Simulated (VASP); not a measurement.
## Rh: single point with PBE

Crystal: Rh.

```xyz
2
Lattice="0.1047 -2.0557 -1.8735 -0.0121 2.0223 -1.8402 3.8091 -0.1167 -0.0926" Properties=species:S:1:pos:R:3 pbc="T T T"
Rh    1.9115   -0.0426   -1.9435
Rh    0.0394   -0.0324    0.0403
```

This cell differs from its parent crystal: atoms moved at random and the cell strained at random.

| Item | Value |
| --- | --- |
| Program | VASP 6.6.1 |
| Task | single point |
| Functional | PBE |
| Potentials or basis | VASP PAW PBE potentials, release 64 (Rh_pv) |
| Cutoff | 520 eV |
| k mesh | 12 × 12 × 10 |
| Occupations | gaussian, width 0.15 eV |
| Spin | no spin polarisation |

```yaml
Pressure: -1.6 GPa
Largest_force: 1.209 eV/Å
Band_gap_on_the_k_mesh: zero (bands 15 and 16 overlap by 2.06 eV)
```

Forces on the atoms (eV/Å):
```
Rh   0.854 -0.069  0.852
Rh  -0.854  0.069 -0.852
```

Stress tensor (GPa, compression positive):
```
  3.24   6.43  11.84
  6.43 -13.50  -2.28
 11.84  -2.28   5.45
```

Levels at points of the mesh, in eV from the Fermi level:
| k point | band 11 | band 12 | band 13 | band 14 | band 15 | band 16 | band 17 | band 18 | band 19 | band 20 |
| --- | --- | --- | --- | --- | --- | --- | --- | --- | --- | --- |
| (0.00, 0.00, 0.00) | -2.82 | -2.24 | -1.39 | -0.39 | 0.17 | 0.63 | 1.34 | 3.63 | 12.08 | 12.43 |
| (0.50, 0.00, 0.00) | -3.37 | -3.17 | -1.67 | -1.58 | -0.94 | -0.84 | 2.54 | 2.75 | 11.91 | 12.82 |
| (0.00, 0.50, 0.00) | -3.31 | -3.01 | -1.89 | -1.80 | -1.31 | -0.73 | 2.62 | 3.22 | 12.30 | 13.59 |
| (0.50, 0.50, 0.00) | 0.35 | 0.43 | 0.61 | 0.83 | 0.96 | 1.28 | 2.26 | 4.17 | 10.22 | 11.54 |
| (0.00, 0.00, 0.50) | -2.02 | -2.00 | -1.34 | -1.33 | -1.19 | -1.07 | -0.54 | -0.21 | 17.09 | 17.27 |
| (0.50, 0.00, 0.50) | -2.54 | -2.28 | 0.18 | 0.23 | 0.36 | 0.56 | 0.88 | 1.34 | 7.30 | 8.93 |
| (0.00, 0.50, 0.50) | -2.74 | -2.00 | 0.00 | 0.35 | 0.59 | 0.84 | 0.99 | 1.19 | 8.28 | 8.37 |
| (0.50, 0.50, 0.50) | -3.53 | -3.07 | -1.18 | -0.97 | 0.68 | 0.83 | 7.83 | 8.86 | 9.87 | 9.95 |

It took 5.1 min on 1 thread of Intel Xeon 8259CL, with other jobs on the host, peak memory 0.43 GiB.

Caveat: the cell differs from its parent crystal (atoms moved at random and the cell strained at random); forces of over 1 eV/Å act on the atoms, so gaps and moduli don't describe the material at rest.
